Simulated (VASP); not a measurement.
Write the native input for VASP 6.6.1 that does the following.

* Task: single point
* Functional: PBEsol
* Potentials or basis: VASP PAW PBE potentials, release 64 (Si, Mg)
* Cutoff: 520 eV
* k mesh: 9 × 9 × 6
* Occupations: fermi-dirac, width 0.05 eV
* Spin: no spin polarisation
* Dipole correction: no
* Further INCAR settings: ALGO = Normal; EDIFF = 1e-06; NBANDS = 14

The structure of MgSi lies in POSCAR:

```
MgSi
1.0
    1.5124627006     -5.4619509280      0.0000000000
    1.5124627006      5.4619509280      0.0000000000
    0.0000000000      0.0000000000      4.3689217383
Si Mg
2 2
Direct
    0.5706380000      0.4293620000      0.7500000000
    0.4293620000      0.5706380000      0.2500000000
    0.1683810000      0.8316190000      0.2500000000
    0.8316190000      0.1683810000      0.7500000000
```

This cell differs from its parent crystal: volume scaled by 1.02.

One way to write it, as run:

INCAR

```
PREC     = Accurate       # precision mode
ENCUT    = 520            # plane-wave cutoff, eV
EDIFF    = 1E-6           # SCF threshold, eV
ISMEAR   = -1             # smearing method
SIGMA    = 0.05           # smearing width, eV
LREAL    = False          # projectors in reciprocal space
LASPH    = True           # aspherical terms in the spheres
NELM     = 100            # most SCF steps
ALGO     = Normal         # electronic algorithm
ISIF     = 2              # what is computed and relaxed
LWAVE    = False          # write WAVECAR
LCHARG   = False          # write CHGCAR
GGA      = PS             # functional
NBANDS   = 14             # bands
```

KPOINTS

```
Automatic mesh
0
Gamma
  9 9 6
```

Potentials or basis: VASP PAW PBE potentials, release 64 (Si, Mg).

The run is started by

```bash
$ cat potpaw_PBE.64/Si/POTCAR potpaw_PBE.64/Mg/POTCAR > POTCAR
$ mpirun -np 1 vasp_std > vasp.out
```

It gave:

The pressure is -2.6 GPa. The largest force is 0.176 eV/Å and the band gap on the k mesh is zero (band 6 reaches 7.55 eV, above the bottom of band 7 at 4.78 eV).

Caveat: the PAW data sets were made with another functional, which shifts forces and pressure a little.

Wall time 45 s on 1 thread of Intel(R) Xeon(R) 6975P-C (Granite Rapids) (shared host), peak memory 0.27 GiB.
